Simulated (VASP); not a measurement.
A run of VASP 6.6.1 is set up as follows.

Contents of POSCAR:

```
MgTe
1.0
    4.6691883571      0.0000000000      0.0000000000
   -2.3345941786      4.0436357323      0.0000000000
    0.0000000000      0.0000000000      7.3343599320
Mg Te
2 2
Direct
    0.3333333333      0.6666666667     -0.0041461445
    0.6666666667      0.3333333333      0.4958538555
    0.3333333333      0.6666666667      0.3791461445
    0.6666666667      0.3333333333      0.8791461445
```

File INCAR.step1:

```
SYSTEM = MgTe
PREC = Accurate ; ENCUT = 520
EDIFF = 1E-5 ; ISMEAR = 0
SIGMA = 0.01 ; LREAL = .False.
LASPH = .True. ; NELM = 120
ALGO = Normal ; ISIF = 2
LWAVE = .True. ; LCHARG = .False.
GGA = PE ; NBANDS = 16
GGA_COMPAT = .False.
```

The input INCAR.step2:

```
SYSTEM = MgTe
PREC = Accurate ; ENCUT = 520
EDIFF = 1E-6 ; ISMEAR = 0
SIGMA = 0.01 ; LREAL = .False.
LASPH = .True. ; NELM = 120
ALGO = Normal ; ISIF = 2
LWAVE = .False. ; LCHARG = .False.
GGA = PE ; LHFCALC = .True.
HFSCREEN = 0.2079 ; PRECFOCK = Normal
ISTART = 1 ; NBANDS = 16
GGA_COMPAT = .False.
```

Contents of KPOINTS:

```
Automatic mesh
0
Gamma
  6 6 2
  0 0 0
```

Potentials or basis: VASP PAW PBE potentials, release 64 (Mg, Te).

The run is started by

```bash
$ cat potpaw_PBE.64/Mg/POTCAR potpaw_PBE.64/Te/POTCAR > POTCAR
$ cp INCAR.step1 INCAR
$ mpirun -np 1 vasp_std > vasp.out
$ cp INCAR.step2 INCAR
$ mpirun -np 1 vasp_std > vasp.out
```

(1) What does it give for the largest force?

(2) Predict the pressure.

(3) Estimate the band gap on the k mesh.

Results:

(1) 0.003 eV/Å.

(2) -1.1 GPa.

(3) 2.96 eV.

Caveat: the k points lie up to 0.43 Å⁻¹ apart; the cell differs from its parent crystal (epitaxial xy strain +2.0%); the structure was generated, so it needn't be the stable form of MgTe; the PAW data sets were made with another functional, which shifts forces and pressure a little; spin-orbit coupling is left out, which moves the levels of the heavy elements.
